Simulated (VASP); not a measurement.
# W (Im-3m) in VASP: a series of runs

Aim: see how the results for W move with the level of theory and the settings. Levels: r2SCAN+rVV10, LDA. Tasks: single point.

All numbers are computed with VASP 6.6.1; they aren't measurements. Logs are shortened: lines on timing, memory, paths and dates and some standing lists are left out, and cuts for length are marked.

### 1 The cell of the first run

The structure is cubic, space group Im-3m (No. 229). The conventional cell has a = 3.206 Å, b = 3.206 Å, c = 3.206 Å, α = 90.00°, β = 90.00°, γ = 90.00°. W (site symmetry m-3m) has 14 W at 2.78 to 3.21 Å within 3.7 Å.

### 2 Single point, r2SCAN+rVV10

File POSCAR:

```
W
1.0
   -1.6031677168      1.6031677168      1.6031677168
    1.6031677168     -1.6031677168      1.6031677168
    1.6031677168      1.6031677168     -1.6031677168
W
1
Direct
    0.0000000000      0.0000000000      0.0000000000
```

File INCAR.step1:

```
SYSTEM = W
PREC = Accurate
ENCUT = 520
ISMEAR = -1
SIGMA = 0.05
LREAL = .False.
LASPH = .True.
NELM = 60
NBANDS = 13
GGA = PE
ALGO = Normal
EDIFF = 1E-4
LWAVE = .True.
LCHARG = .False.
```

File INCAR.step2:

```
SYSTEM = W
PREC = Accurate
ENCUT = 520
EDIFF = 1E-6
ISMEAR = -1
SIGMA = 0.05
LREAL = .False.
LASPH = .True.
NELM = 60
ALGO = Normal
ISIF = 2
LWAVE = .False.
LCHARG = .False.
METAGGA = R2SCAN
LMIXTAU = .True.
LUSE_VDW = .True.
IVDW_NL = 2
BPARAM = 11.95
CPARAM = 0.0093
NBANDS = 13
ISTART = 1
```

File KPOINTS:

```
Automatic mesh
0
Gamma
  12 12 12
  0 0 0
```

Potentials or basis: VASP PAW PBE potentials, release 64 (W_sv).

Launch:

```sh
> cat potpaw_PBE.64/W_sv/POTCAR > POTCAR
> cp INCAR.step1 INCAR
> mpirun -np 1 vasp_std > vasp.out
> cp INCAR.step2 INCAR
> mpirun -np 1 vasp_std > vasp.out
```

OUTCAR:

```text
SYSTEM = W
   PREC = Accurate
   ENCUT = 520
   EDIFF = 1E-6
   ISMEAR = -1
   LREAL = .False.
   LASPH = .True.
   NELM = 60
   ISIF = 2
   METAGGA = R2SCAN
   IVDW_NL = 2
   BPARAM = 11.95
   ISTART = 1

 ion  position               nearest neighbor table
   1  0.000  0.000  0.000-

  LATTYP: Found a body centered cubic cell.
 ALAT       =     3.2063354336

  Lattice vectors:

 A1 = (  -1.6031677168,   1.6031677168,   1.6031677168)
 A2 = (   1.6031677168,  -1.6031677168,   1.6031677168)
 A3 = (   1.6031677168,   1.6031677168,  -1.6031677168)

Analysis of symmetry for initial positions (statically):
=====================================================================
 Subroutine PRICEL returns:
 Original cell was already a primitive cell.

 Routine SETGRP: Setting up the symmetry group for a
 body centered cubic supercell.

 Subroutine GETGRP returns: Found 48 space group operations
 (whereof 48 operations were pure point group operations)
 out of a pool of 48 trial point group operations.

The static configuration has the point symmetry O_h .

Analysis of symmetry for dynamics (positions and initial velocities):
=====================================================================
 Subroutine PRICEL returns:
 Original cell was already a primitive cell.

 Routine SETGRP: Setting up the symmetry group for a
 body centered cubic supercell.

 Subroutine GETGRP returns: Found 48 space group operations
 (whereof 48 operations were pure point group operations)
 out of a pool of 48 trial point group operations.

The dynamic configuration has the point symmetry O_h .

 Subroutine INISYM returns: Found 48 space group operations
 (whereof 48 operations are pure point group operations),
 and found     1 'primitive' translations

----------------------------------------------------------------------------------------

                                     Primitive cell

  volume of cell :      16.4815

  direct lattice vectors                    reciprocal lattice vectors
    -1.603167717  1.603167717  1.603167717     0.000000000  0.311882528  0.311882528
     1.603167717 -1.603167717  1.603167717     0.311882528  0.000000000  0.311882528
     1.603167717  1.603167717 -1.603167717     0.311882528  0.311882528  0.000000000

  length of vectors
     2.776767939  2.776767939  2.776767939     0.441068501  0.441068501  0.441068501

  position of ions in fractional coordinates (direct lattice)
     0.000000000  0.000000000  0.000000000

  ion indices of the primitive-cell ions
[... 78 lines left out ...]
   IBRION =     -1    ionic relax: 0-MD 1-quasi-New 2-CG
   NFREE  =      0    steps in history (QN), initial steepest desc. (CG)
   ISIF   =      2    stress and relaxation
   ISYM   =      2    0-nonsym 1-usesym 2-fastsym
   POTIM  = 0.5000    time-step for ionic-motion
   TEBEG  =    0.0;   TEEND  =   0.0 temperature during run
   PSTRESS=    0.0 pullay stress
   NELECT =      14.0000    total number of electrons
   NUPDOWN=      -1.0000    fix difference up-down
   EMIN   =  10.00;   EMAX   =-10.00  energy-range for DOS
   EFERMI =   0.00;   METHOD = LEGACY
   ISMEAR =    -1;   SIGMA  =   0.05  broadening in eV -4-tet -1-fermi 0-gaus
   EFERMI_NEDOS =   21; number of points for ismear=-14 and -15
   IALGO  =     38    algorithm
   IMIX   =      4    mixing-type and parameters
     AMIX     =   0.40;   BMIX     =  1.00
     AMIX_MAG =   1.60;   BMIX_MAG =  1.00
  volume/ion in A,a.u.               =      16.48       111.22
  Fermi-wavevector in a.u.,A,eV,Ry     =   1.550429  2.929886 32.706094  2.403830
  Thomas-Fermi vector in A             =   2.655094
   LORBIT       =      0    0 simple, 1 ext, 2 COOP (PROOUT), +10 PAW based schemes
   METAGGA = R2SCAN    functional components
   LHFCALC =     F    Hartree Fock is set to
   AEXX    =    0.0000 exact exchange contribution
   IVDW_NL    =     2    kernel type
   BPARAM     =11.9500
   IVDW    =     0    specifies the selected vdW correction
   LEPSILON=     F    determine dielectric tensor
   LRPA    =     F    only Hartree local field effects (RPA)
 non-spin polarized calculation
  energy-cutoff  :      520.00
  volume of cell :       16.48
 maximum number of plane-waves:       466
 NGX is ok and might be reduce to    24
   NGX = 11   NGY = 11   NGZ = 11

 number of electron      14.0000001 magnetization

 Free energy of the ion-electron system (eV)
  ---------------------------------------------------
  ext. energy  EPLUGINS =         0.00000000
  ---------------------------------------------------
  free energy    TOTEN  =       -51.12456477 eV

  energy without entropy =      -51.12170803  energy(sigma->0) =      -51.12313640

 E-fermi :  10.5939     XC(G=0): -14.7295

 val. band max:       10.5042454250   @ k =   0.0833   0.0833   0.0000
 cond. band min:      10.6183738122   @ k =  -0.2500   0.3333   0.1667
 fundamental gap:      0.1141283871
 Fermi energy:        10.5939351617

 k-point     1 :       0.0000    0.0000    0.0000
  band No.  band energies     occupation
      1     -65.4371      2.00000
      2     -28.3531      2.00000
      3     -28.3531      2.00000
      4     -28.3531      2.00000
      5       0.8025      2.00000
      6       9.5056      2.00000
      7       9.5056      2.00000
      8       9.5056      2.00000
      9      13.1979      0.00000
     10      13.1979      0.00000
     11      25.8824      0.00000
     12      25.8824      0.00000
     13      25.8824      0.00000
[... 354 lines left out ...]
  band No.  band energies     occupation
      1     -65.3074      2.00000
      2     -29.4820      2.00000
      3     -28.8009      2.00000
      4     -28.4392      2.00000
      5       5.0646      2.00000
      6       7.1007      2.00000
      7      10.1943      1.99932
      8      13.2625      0.00000
      9      14.0576      0.00000
     10      17.9912      0.00000
     11      20.6886      0.00000
     12      23.3678      0.00000
     13      26.8264      0.00000

 [... further k-points ...]
[... 5 lines left out ...]
  --------------------------------------------------------------------------------------
  -------------------------------------------------------------------------------------
  Total       -1.1155974     -1.1155974     -1.1155974     -0.0000000     -0.0000000      0.0000000
  in kB     -108.4479121   -108.4479121   -108.4479121     -0.0000000     -0.0000000      0.0000000
  external PRESSURE =    -108.4479121 kB  Pullay stress =       0.0000000 kB

 VOLUME and BASIS-vectors are now :
 -----------------------------------------------------------------------------
  energy-cutoff  :      520.00
  volume of cell :       16.48
      direct lattice vectors                 reciprocal lattice vectors
    -1.603167717  1.603167717  1.603167717     0.000000000  0.311882528  0.311882528
     1.603167717 -1.603167717  1.603167717     0.311882528  0.000000000  0.311882528
     1.603167717  1.603167717 -1.603167717     0.311882528  0.311882528  0.000000000

 POSITION                                       TOTAL-FORCE (eV/Angst)
 -----------------------------------------------------------------------------------
      0.00000      0.00000      0.00000        -0.000000      0.000000     -0.000000
 -----------------------------------------------------------------------------------
    total drift:                                0.000000      0.000000     -0.000000

  FREE ENERGIE OF THE ION-ELECTRON SYSTEM (eV)
  ---------------------------------------------------
  free  energy   TOTEN  =       -51.1245647706 eV

  energy  without entropy=      -51.1217080313  energy(sigma->0) =      -51.12313640
```

OSZICAR.step1:

```text
N       E                     dE             d eps       ncg     rms          rms(c)
DAV:   1     0.851219063556E+02    0.85122E+02   -0.76113E+03  1872   0.122E+03
DAV:   2    -0.118753203316E+02   -0.96997E+02   -0.93142E+02  2147   0.313E+02
DAV:   3    -0.135991779984E+02   -0.17239E+01   -0.17183E+01  2037   0.406E+01
DAV:   4    -0.136063134891E+02   -0.71355E-02   -0.71353E-02  2092   0.293E+00
DAV:   5    -0.136063750498E+02   -0.61561E-04   -0.61561E-04  2052   0.255E-01    0.195E+01
DAV:   6    -0.130881605744E+02    0.51821E+00   -0.44908E-01  1947   0.887E+00    0.751E+00
DAV:   7    -0.129564353390E+02    0.13173E+00   -0.22510E-01  2062   0.596E+00    0.738E-01
DAV:   8    -0.129521758567E+02    0.42595E-02   -0.41538E-03  1902   0.820E-01    0.829E-02
DAV:   9    -0.129521910975E+02   -0.15241E-04   -0.69725E-05  1411   0.106E-01
   1 F= -.12952191E+02 E0= -.12950178E+02  d E =-.402551E-02
```

Wall time 58 s (1 thread of Intel Xeon Platinum 8259CL at 2.50GHz (Skylake/Cascade Lake), shared host); peak memory 0.22 GiB.

What came out:

* Free energy: -51.1246 eV
* Pressure: -10.8 GPa
* Band gap on the k mesh: zero (band 7 reaches 15.78 eV, above the bottom of band 8 at 9.51 eV)

Caveat: the PAW data sets were made with another functional, which shifts forces and pressure a little; spin-orbit coupling is left out, which moves the levels of the heavy elements.

### 3 Single point, r2SCAN+rVV10

This run uses another cell than the first one, of 16.80 Å³/atom, 1.019 times its volume.

File POSCAR:

```
W
1.0
   -1.6133792515      1.6133792515      1.6133792515
    1.6133792515     -1.6133792515      1.6133792515
    1.6133792515      1.6133792515     -1.6133792515
W
1
Direct
    0.0000000000      0.0000000000      0.0000000000
```

File INCAR.step1:

```
PREC = Accurate ; ENCUT = 520
ISMEAR = -1 ; SIGMA = 0.05
LREAL = False ; LASPH = True
NELM = 100 ; NBANDS = 13
GGA = PE ; ALGO = Normal
EDIFF = 1E-4 ; LWAVE = True
LCHARG = False
```

File INCAR.step2:

```
PREC = Accurate ; ENCUT = 520
EDIFF = 1E-6 ; ISMEAR = -1
SIGMA = 0.05 ; LREAL = False
LASPH = True ; NELM = 100
ALGO = Normal ; ISIF = 2
LWAVE = False ; LCHARG = True
METAGGA = R2SCAN ; LMIXTAU = True
LUSE_VDW = True ; IVDW_NL = 2
BPARAM = 11.95 ; CPARAM = 0.0093
LELF = True ; LVHAR = True
NBANDS = 13 ; ISTART = 1
```

File KPOINTS:

```
regular mesh
0
Gamma
  12 12 12
```

Potentials or basis: VASP PAW PBE potentials, release 64 (W_sv).

Launch:

```sh
> cat potpaw_PBE.64/W_sv/POTCAR > POTCAR
> cp INCAR.step1 INCAR
> mpirun -np 1 vasp_std > vasp.out
> cp INCAR.step2 INCAR
> mpirun -np 1 vasp_std > vasp.out
```

OUTCAR:

```text
PREC = Accurate
   ENCUT = 520
   EDIFF = 1E-6
   ISMEAR = -1
   LREAL = False
   LASPH = True
   NELM = 100
   ISIF = 2
   METAGGA = R2SCAN
   IVDW_NL = 2
   BPARAM = 11.95
   ISTART = 1

 ion  position               nearest neighbor table
   1  0.000  0.000  0.000-

  LATTYP: Found a body centered cubic cell.
 ALAT       =     3.2267585030

  Lattice vectors:

 A1 = (  -1.6133792515,   1.6133792515,   1.6133792515)
 A2 = (   1.6133792515,  -1.6133792515,   1.6133792515)
 A3 = (   1.6133792515,   1.6133792515,  -1.6133792515)

Analysis of symmetry for initial positions (statically):
=====================================================================
 Subroutine PRICEL returns:
 Original cell was already a primitive cell.

 Routine SETGRP: Setting up the symmetry group for a
 body centered cubic supercell.

 Subroutine GETGRP returns: Found 48 space group operations
 (whereof 48 operations were pure point group operations)
 out of a pool of 48 trial point group operations.

The static configuration has the point symmetry O_h .
[... 160 lines left out ...]

 E-fermi :  10.3323     XC(G=0): -14.6079

 val. band max:       10.2428993364   @ k =   0.0833   0.0833   0.0000
 cond. band min:      10.3611827858   @ k =  -0.2500   0.3333   0.1667
 fundamental gap:      0.1182834495
 Fermi energy:        10.3322899634

 k-point     1 :       0.0000    0.0000    0.0000
  band No.  band energies     occupation
      1     -65.7295      2.00000
      2     -28.6709      2.00000
      3     -28.6709      2.00000
      4     -28.6709      2.00000
      5       0.6463      2.00000
      6       9.2698      2.00000
      7       9.2698      2.00000
      8       9.2698      2.00000
      9      12.8891      0.00000
     10      12.8891      0.00000
     11      25.5721      0.00000
     12      25.5721      0.00000
     13      25.5721      0.00000
[... 354 lines left out ...]
  band No.  band energies     occupation
      1     -65.6103      2.00000
      2     -29.7306      2.00000
      3     -29.0921      2.00000
      4     -28.7510      2.00000
      5       4.9067      2.00000
      6       6.9218      2.00000
      7       9.8957      1.99968
      8      12.9375      0.00000
      9      13.7140      0.00000
     10      17.5413      0.00000
     11      20.1620      0.00000
     12      23.0191      0.00000
     13      26.2697      0.00000

 [... further k-points ...]
[... 5 lines left out ...]
  --------------------------------------------------------------------------------------
  -------------------------------------------------------------------------------------
  Total       -1.6784518     -1.6784518     -1.6784518      0.0000000      0.0000000      0.0000000
  in kB     -160.0847894   -160.0847894   -160.0847894      0.0000000      0.0000000      0.0000000
  external PRESSURE =    -160.0847894 kB  Pullay stress =       0.0000000 kB

 VOLUME and BASIS-vectors are now :
 -----------------------------------------------------------------------------
  energy-cutoff  :      520.00
  volume of cell :       16.80
      direct lattice vectors                 reciprocal lattice vectors
    -1.613379252  1.613379252  1.613379252     0.000000000  0.309908535  0.309908535
     1.613379252 -1.613379252  1.613379252     0.309908535  0.000000000  0.309908535
     1.613379252  1.613379252 -1.613379252     0.309908535  0.309908535  0.000000000

 POSITION                                       TOTAL-FORCE (eV/Angst)
 -----------------------------------------------------------------------------------
      0.00000      0.00000      0.00000         0.000000     -0.000000      0.000000
 -----------------------------------------------------------------------------------
    total drift:                                0.000000      0.000000      0.000000

  FREE ENERGIE OF THE ION-ELECTRON SYSTEM (eV)
  ---------------------------------------------------
  free  energy   TOTEN  =       -51.0980845858 eV

  energy  without entropy=      -51.0952870549  energy(sigma->0) =      -51.09668582
```

OUTCAR.step1:

```text
PREC = Accurate
   ENCUT = 520
   ISMEAR = -1
   LREAL = False
   LASPH = True
   NELM = 100
[... 599 lines left out ...]
 POSITION                                       TOTAL-FORCE (eV/Angst)
 -----------------------------------------------------------------------------------
      0.00000      0.00000      0.00000        -0.000000      0.000000     -0.000000
 -----------------------------------------------------------------------------------
    total drift:                                0.000000      0.000000      0.000000

  FREE ENERGIE OF THE ION-ELECTRON SYSTEM (eV)
  ---------------------------------------------------
  free  energy   TOTEN  =       -12.9363034617 eV

  energy  without entropy=      -12.9326063282  energy(sigma->0) =      -12.93445489
```

It took 58 s on 1 thread of Intel Xeon Platinum 8259CL at 2.50GHz (Skylake/Cascade Lake), shared host; peak memory 0.22 GiB.

What came out:

* Free energy: -51.0981 eV
* Pressure: -16.0 GPa
* Band gap on the k mesh: zero (band 7 reaches 15.38 eV, above the bottom of band 8 at 9.27 eV)

Caveat: the PAW data sets were made with another functional, which shifts forces and pressure a little; spin-orbit coupling is left out, which moves the levels of the heavy elements.

### 4 Single point, LDA, non-collinear spin, zero start, spin-orbit coupling

This run uses another cell than the first one, of 14.90 Å³/atom, 0.904 times its volume.

File INCAR:

```
SYSTEM = W
PREC     = Accurate       ! precision mode
ENCUT    = 520            ! plane-wave cutoff, eV
EDIFF    = 1E-6           ! SCF threshold, eV
ISMEAR   = -1             ! smearing method
SIGMA    = 0.05           ! smearing width, eV
LREAL    = .FALSE.        ! projectors in reciprocal space
LASPH    = .TRUE.         ! aspherical terms in the spheres
NELM     = 150            ! most SCF steps
ALGO     = Fast           ! electronic algorithm
ISIF     = 2              ! what is computed and relaxed
LWAVE    = .FALSE.        ! write WAVECAR
LCHARG   = .FALSE.        ! write CHGCAR
MAGMOM   = 0 0 0          ! initial moments
LORBIT   = 11             ! projections on sites
LSORBIT  = .TRUE.         ! spin-orbit coupling
GGA_COMPAT= .FALSE.      
LORBMOM  = .TRUE.       
LMAXMIX  = 4              ! l up to which the mixer works
NBANDS   = 25             ! bands
```

File KPOINTS:

```
Automatic mesh
0
G
  12 12 12
  0 0 0
```

File POSCAR:

```
W
1.0
   -1.5500431812      1.5500431812      1.5500431812
    1.5500431812     -1.5500431812      1.5500431812
    1.5500431812      1.5500431812     -1.5500431812
W
1
Direct
    0.0000000000      0.0000000000      0.0000000000
```

Potentials or basis: VASP PAW LDA potentials, release 64 (W_sv).

Launch:

```sh
> cat potpaw_LDA.64/W_sv/POTCAR > POTCAR
> mpirun -np 1 vasp_ncl > vasp.out
```

It took 46 s on 1 thread of Intel Xeon Platinum 8259CL at 2.50GHz (Skylake/Cascade Lake), shared host; peak memory 0.17 GiB.

Results (log left out):

```yaml
Free_energy: -14.9156 eV
Pressure: 14.6 GPa
Net_moment: 0.00 μB per cell
Valence_electrons_inside_the_program's_atomic_spheres: W 12.30
```

Moments on the atoms (μB; x, y, z):
```
W   0.00 0.00 0.00
```

[end of part 1 of 2]
